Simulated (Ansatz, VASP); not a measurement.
## N in VASP and in Ansatz

```xyz
8
Lattice="-3.8166 0.0000 0.0000 -1.9083 -3.3052 0.0000 0.0000 0.0000 15.0790" Properties=species:S:1:pos:R:3 pbc="T T T"
N    -1.9083   -1.1017   13.5265
N    -1.9083   -1.1017    6.1120
N    -1.9083   -1.1017   12.4243
N    -1.9083   -1.1017    5.0098
N    -3.8166   -2.2035    2.4047
N    -3.8166   -2.2035    9.8192
N    -3.8166   -2.2035    1.3026
N    -3.8166   -2.2035    8.7171
```

Alike in both runs: task single point; functional PBE; dispersion D3(BJ); k mesh 7 × 7 × 2; occupations gaussian, width 0.05 eV; no spin polarisation.

|  | VASP | Ansatz |
| --- | --- | --- |
| version | VASP 6.6.1 | Ansatz 0.2.0 |
| potentials or method | VASP PAW PBE potentials, release 64 (N), cutoff 520 eV | scalar-relativistic, plane waves, PAW |
| valence electrons in the cell | 40 | 40 |

Ansatz gave:

- gap on the k mesh at the Fermi level (eV): 7.18
- least direct gap on the mesh (eV): 7.28
- pressure (GPa): 0.0
- traceless stress, the component that is largest in VASP (GPa): 0.01
- rms of the force components (eV/Å): 0.006

Which values does VASP return?

gap on the k mesh at the Fermi level (eV): 7.14; least direct gap on the mesh (eV): 7.23; pressure (GPa): 1.9; traceless stress, the component that is largest in VASP (GPa): 4.25; rms of the force components (eV/Å): 1.007.

Atom by atom the forces differ by 1.006 eV/Å (rms over components).

Noted on VASP's run: the standard files for N, O and F lose accuracy on very short bonds.
